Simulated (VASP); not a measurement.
Input of a VASP 6.6.1 run:

File INCAR:

```
SYSTEM = Al3GaIr
PREC = Accurate ; ENCUT = 600
EDIFF = 1E-6 ; ISMEAR = 0
SIGMA = 0.1 ; LREAL = .FALSE.
LASPH = .TRUE. ; NELM = 80
ALGO = Fast ; ISIF = 3
LWAVE = .FALSE. ; LCHARG = .FALSE.
GGA = PE ; IBRION = 2
NSW = 100 ; EDIFFG = -0.01
```

File KPOINTS:

```
regular mesh
0
G
  8 8 8
  0 0 0
```

POSCAR

```
Al3GaIr
1.0
    4.7665338133      0.0000000000      0.0000000000
    0.0000000000      4.7665338133      0.0000000000
    0.0000000000      0.0000000000      4.7665338133
Al Ga Ir
3 1 1
Direct
    0.5000000000      0.0000000000      0.5000000000
    0.0000000000      0.5000000000      0.5000000000
    0.5000000000      0.5000000000      0.0000000000
    0.0000000000      0.0000000000      0.0000000000
    0.5000000000      0.5000000000      0.5000000000
```

Potentials or basis: VASP PAW PBE potentials, release 64 (Al, Ga_d, Ir).

The run is started by

```bash
$ cat potpaw_PBE.64/Al/POTCAR potpaw_PBE.64/Ga_d/POTCAR potpaw_PBE.64/Ir/POTCAR > POTCAR
$ mpirun -np 1 vasp_std > vasp.out
```

(1) What does it give for the relaxed volume?

(2) Estimate the relaxed cell.

(3) Estimate the space group after relaxing (to 0.1 Å).

(4) Predict the band gap on the k mesh.

## Answers

(1) 21.70 Å³/atom.

(2) a = 4.770 Å, b = 4.770 Å, c = 4.770 Å, α = 90.00°, β = 90.00°, γ = 90.00°.

(3) Pm-3m (No. 221).

(4) zero (an odd number of electrons rules out a gap without spin polarisation).

Caveat: spin-orbit coupling is left out, which moves the levels of the heavy elements.
